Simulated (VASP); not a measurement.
Input of a VASP 6.6.1 run:

Contents of INCAR:

```
ALGO     = Normal         # electronic algorithm
EDIFF    = 1E-7           # SCF threshold, eV
EDIFFG   = -0.02          # ionic threshold
ENCUT    = 500            # plane-wave cutoff, eV
GGA      = PS             # functional
GGA_COMPAT= F            
IBRION   = 2              # ionic algorithm
ISIF     = 3              # what is computed and relaxed
ISMEAR   = 1              # smearing method
LASPH    = T              # aspherical terms in the spheres
LCHARG   = F              # write CHGCAR
LREAL    = F              # projectors in reciprocal space
LWAVE    = F              # write WAVECAR
NELM     = 120            # most SCF steps
NELMIN   = 4            
NSW      = 80             # ionic steps
PREC     = Accurate       # precision mode
SIGMA    = 0.1            # smearing width, eV
```

File KPOINTS:

```
k-points
0
Gamma
  11 11 11
```

File POSCAR:

```
Pt
1.0
    0.0000000000      1.9600000000      1.9600000000
    1.9600000000      0.0000000000      1.9600000000
    1.9600000000      1.9600000000      0.0000000000
Pt
1
Direct
    0.0000000000      0.0000000000      0.0000000000
```

Potentials or basis: VASP PAW PBE potentials, release 64 (Pt).

Launch:

```sh
$ cat potpaw_PBE.64/Pt/POTCAR > POTCAR
$ mpirun -np 1 vasp_std > vasp.out
```

(1) What does it give for the relaxed cell?

(2) Estimate the space group after relaxing (to 0.1 Å).

Results:

(1) a = 2.768 Å, b = 2.768 Å, c = 2.768 Å, α = 60.00°, β = 60.00°, γ = 60.00°.

(2) Fm-3m (No. 225).
